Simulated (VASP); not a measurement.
Input of a VASP 6.6.1 run:

Contents of INCAR:

```
PREC = Accurate
ENCUT = 500
EDIFF = 1E-6
ISMEAR = -1
SIGMA = 0.05
LREAL = False
LASPH = True
NELM = 120
ALGO = Normal
ISIF = 2
LWAVE = False
LCHARG = False
GGA = PS
IVDW = 13
NBANDS = 66
GGA_COMPAT = False
```

KPOINTS

```
Automatic mesh
0
Gamma
  2 2 2
  0.5 0.5 0.5
```

The input POSCAR:

```
ZnCdSi2P4
1.0
    5.4634310000     -0.0000280000     -0.0000100000
   -0.0000280000      5.4634310000     -0.0000100000
   -0.0000180000     -0.0000180000     10.4662520000
Zn Cd Si P
2 2 4 8
Direct
    0.0318850000      0.9959210000      0.9961590000
    0.4824760000      0.0011980000      0.7480960000
    0.0054790000      0.5188710000      0.2491680000
    0.5076310000      0.4938790000      0.4980720000
    0.0312880000      0.9991520000      0.5153200000
    0.5271510000      0.9920580000      0.2452900000
    0.5014990000      0.4997500000      0.0002620000
    0.0090780000      0.5059520000      0.7615290000
    0.2637260000      0.2414200000      0.1285360000
    0.2390700000      0.2817680000      0.6138950000
    0.7117300000      0.7219930000      0.1233160000
    0.7391280000      0.2192560000      0.3586420000
    0.2756660000      0.7515420000      0.3827450000
    0.2577730000      0.7239500000      0.8763170000
    0.7928410000      0.7579690000      0.6249280000
    0.7513860000      0.2703650000      0.8776940000
```

Potentials or basis: VASP PAW PBE potentials, release 64 (Zn, Cd, Si, P).

Run with:

```console
$ cat potpaw_PBE.64/Zn/POTCAR potpaw_PBE.64/Cd/POTCAR potpaw_PBE.64/Si/POTCAR potpaw_PBE.64/P/POTCAR > POTCAR
$ mpirun -np 1 vasp_std > vasp.out
```

**Question.** Predict the largest force.

**Answer.** 4.204 eV/Å.

**Question.** What does it give for the band gap on the k mesh?

**Answer.** 1.86 eV.

**Question.** Predict the dispersion energy per atom.

**Answer.** -0.210 eV.

**Question.** Estimate the pressure.

**Answer.** 2.6 GPa.

Forces on the atoms (eV/Å):
```
Zn  -1.033  0.017  0.251
Zn   0.572  0.274 -0.305
Cd   0.207 -0.445  0.424
Cd   3.032  0.077 -0.092
Si  -0.561 -0.054 -2.301
Si  -2.677 -1.059 -0.489
Si  -0.921 -1.622 -0.230
Si  -0.719 -0.458 -1.336
P    1.355 -0.484 -0.829
P   -1.764 -1.904  3.307
P    0.977  2.269 -0.588
P    2.521 -0.298  2.227
P   -1.188  3.716 -1.330
P    0.445  0.654  0.037
P   -0.395 -0.061  1.427
P    0.150 -0.622 -0.174
```

Caveat: the k points lie up to 0.58 Å⁻¹ apart; the PAW data sets were made with another functional, which shifts forces and pressure a little; a shifted mesh leaves out Γ, where band edges can lie. A k mesh can miss the band edges.
